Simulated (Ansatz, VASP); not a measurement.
## Two plane-wave programs on Al

```
Al
1.0
     0.00000    1.99112    1.99112
     1.99112    0.00000    1.99112
     1.99112    1.99112    0.00000
Al
1
Direct
  0.00000 0.00000 0.00000
```

Alike in both runs: functional PBE; dispersion D3(BJ); k mesh 18 × 18 × 18; occupations gaussian, width 0.1 eV; no spin polarisation.

Ansatz relaxed the structure, and its values are those at the end. VASP's run is a single point on that final structure, the one shown.

|  | VASP | Ansatz |
| --- | --- | --- |
| version | VASP 6.6.1 | Ansatz 0.2.0 |
| potentials or method | VASP PAW PBE potentials, release 64 (Al), cutoff 520 eV | scalar-relativistic, plane waves, PAW |
| valence electrons in the cell | 3 | 3 |

```csv
,VASP,Ansatz,Ansatz less VASP
gap on the k mesh at the Fermi level (eV),none,none,-
pressure (GPa),0.0,0.0,+0.04
```

A gap of «none» marks a metal or a gap that the smearing closes.
